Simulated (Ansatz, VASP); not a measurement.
**Two plane-wave programs on Ta4C3**

File INCAR:

```
ALGO     = Normal         # electronic algorithm
EDIFF    = 1E-6           # SCF threshold, eV
ENCUT    = 520            # plane-wave cutoff, eV
GGA      = PS             # functional
ISIF     = 2              # what is computed and relaxed
ISMEAR   = 0              # smearing method
LASPH    = T              # aspherical terms in the spheres
LCHARG   = F              # write CHGCAR
LREAL    = F              # projectors in reciprocal space
LWAVE    = F              # write WAVECAR
NBANDS   = 37             # bands
NELM     = 100            # most SCF steps
PREC     = Accurate       # precision mode
SIGMA    = 0.15           # smearing width, eV
```

KPOINTS

```
k-points
0
Gamma
  10 10 10
```

The input POSCAR:

```
Ta4C3
1.0
    4.4026022057      0.0000000000      0.0000000000
    0.0000000000      4.4026022057      0.0000000000
    0.0000000000      0.0000000000      4.4026022057
Ta C
4 3
Direct
    0.0272566074      0.5000000000      0.5000000000
    0.4928244772      0.0000000000      0.5000000000
    0.4928244772      0.5000000000      0.0000000000
   -0.0117112795      0.0000000000      0.0000000000
    0.4947713290      0.0000000000      0.0000000000
   -0.0063817033      0.5000000000      0.0000000000
   -0.0063817033      0.0000000000      0.5000000000
```

Input for Ansatz:

```yaml
crystal:
  lattice:
    - [4.4026022057, 0.0, 0.0]
    - [0.0, 4.4026022057, 0.0]
    - [0.0, 0.0, 4.4026022057]
  atoms:
    - { symbol: Ta, position: [0.0272566074, 0.5, 0.5] }
    - { symbol: Ta, position: [0.4928244772, 0.0, 0.5] }
    - { symbol: Ta, position: [0.4928244772, 0.5, 0.0] }
    - { symbol: Ta, position: [-0.0117112795, 0.0, 0.0] }
    - { symbol: C, position: [0.494771329, 0.0, 0.0] }
    - { symbol: C, position: [-0.0063817033, 0.5, 0.0] }
    - { symbol: C, position: [-0.0063817033, 0.0, 0.5] }
basis:
  ecutwfc: 420
kpoints:
  mp_grid: { grid: [10, 10, 10] }
hamiltonian:
  xc: pbesol
scf:
  occupations: { method: gaussian, width: 0.15 }
output:
  forces: true
  stress: true
  eigenvalues: true
```

Change from the starting cell: mode 4 (110.7 1/cm) frozen in, largest displacement -0.120 Å.

Alike in both runs: task single point; functional PBEsol; k mesh 10 × 10 × 10; occupations gaussian, width 0.15 eV; no spin polarisation.

|  | VASP | Ansatz |
| --- | --- | --- |
| version | VASP 6.6.1 | Ansatz 0.2.0 |
| potentials or method | VASP PAW PBE potentials, release 64 (Ta_pv, C), cutoff 520 eV | scalar-relativistic, plane waves, PAW |
| valence electrons in the cell | 56 | 64 |

```csv
,VASP,Ansatz,Ansatz less VASP
gap on the k mesh at the Fermi level (eV),none,none,-
pressure (GPa),1.2,0.5,-0.68
"traceless stress, the component that is largest in VASP (GPa)",-0.26,-0.26,-0.002
rms of the force components (eV/Å),0.230,0.232,+0.0023
```

VASP's potentials were made for PBE, not for PBEsol. Atom by atom the forces differ by 0.003 eV/Å (rms over components). A gap of «none» marks a metal or a gap that the smearing closes. VASP's potentials hold 56 valence electrons a cell and Ansatz's 64, so a difference there can come from the potentials and not from the codes.

Neither program's run includes spin-orbit coupling.
